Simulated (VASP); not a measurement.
Write the native input for VASP 6.6.1 that does the following.

```yaml
Task: single point
Functional: PBE
Potentials_or_basis: VASP PAW PBE potentials, release 64 (Rb_sv)
Cutoff: 520 eV
k_mesh: 2 × 2 × 4
Occupations: gaussian, width 0.1 eV
Spin: no spin polarisation
Dipole_correction: no
Further_INCAR_settings: ALGO = Fast; EDIFF = 1e-07; NBANDS = 26
```

The structure of Rb lies in POSCAR:

```
Rb
1.0
    8.5527625772      0.4475165599     -0.2982535846
   -0.0897208673      9.4136536221     -1.1328524932
    1.5164454383      2.4645701467      4.3725539440
Rb
4
Direct
    0.2850640088      0.4090167458      0.2790082466
    0.7892038667      0.6542665320      0.1092601868
    0.2607569020      0.9100996623      0.2791059464
    0.7876599346      0.1737831095      0.9519006580
```

The cell was generated, and may not be a known phase.

The input as run:

INCAR

```
SYSTEM = Rb
PREC = Accurate
ENCUT = 520
EDIFF = 1E-7
ISMEAR = 0
SIGMA = 0.1
LREAL = .False.
LASPH = .True.
NELM = 80
ALGO = Fast
ISIF = 2
LWAVE = .False.
LCHARG = .False.
GGA = PE
NBANDS = 26
```

KPOINTS

```
Automatic mesh
0
Gamma
  2 2 4
  0 0 0
```

Potentials or basis: VASP PAW PBE potentials, release 64 (Rb_sv).

The run is started by

```bash
$ cat potpaw_PBE.64/Rb_sv/POTCAR > POTCAR
$ mpirun -np 1 vasp_std > vasp.out
```

Results of the run:

```
Pressure               : 0.0 GPa
Largest force          : 0.026 eV/Å
Band gap on the k mesh : zero (bands 18 and 19 overlap by 0.84 eV)
```

Caveat: the k points lie up to 0.38 Å⁻¹ apart, too coarse for converged energies and pressures of a metal.

Wall time 3 min on 1 thread of Oxide Virtual Turin-like Processor, on a shared host, peak memory 0.43 GiB.
